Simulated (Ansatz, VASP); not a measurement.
## Pd: VASP beside Ansatz

INCAR

```
PREC = Accurate
ENCUT = 500
EDIFF = 1E-6
ISMEAR = 0
SIGMA = 0.05
LREAL = False
LASPH = True
NELM = 120
ALGO = Normal
ISIF = 2
LWAVE = False
LCHARG = False
GGA = PE
NBANDS = 11
GGA_COMPAT = False
```

File KPOINTS:

```
Automatic mesh
0
Gamma
  8 8 8
```

File POSCAR:

```
Pd
1.0
    0.0000000000      1.9741518851      1.9741518851
    1.9741518851      0.0000000000      1.9741518851
    1.9741518851      1.9741518851      0.0000000000
Pd
1
Direct
    0.0000000000      0.0000000000      0.0000000000
```

Input for Ansatz:

```yaml
crystal:
  lattice:
    - [0.0, 1.9741518851, 1.9741518851]
    - [1.9741518851, 0.0, 1.9741518851]
    - [1.9741518851, 1.9741518851, 0.0]
  atoms:
    - { symbol: Pd, position: [0.0, 0.0, 0.0] }
basis:
  ecutwfc: 600
  ecutrho_ratio: 5
kpoints:
  mp_grid: { grid: [8, 8, 8] }
hamiltonian:
  xc: pbe
scf:
  occupations: { method: gaussian, width: 0.05 }
output:
  forces: true
  stress: true
  eigenvalues: true
```

Alike in both runs: task single point; functional PBE; k mesh 8 × 8 × 8; occupations gaussian, width 0.05 eV; no spin polarisation.

```csv
,VASP,Ansatz
version,VASP 6.6.1,Ansatz 0.2.0
potentials or method,"VASP PAW PBE potentials, release 64 (Pd), cutoff 500 eV","scalar-relativistic, plane waves, PAW"
valence electrons in the cell,10,18
```

```tsv
	VASP	Ansatz	Ansatz less VASP
pressure (GPa)	-0.2	0.0	+0.20
```

The functional is the same, so the differences come from potentials, cutoffs and numerics. VASP's potentials hold 10 valence electrons a cell and Ansatz's 18, so a difference there can come from the potentials and not from the codes.
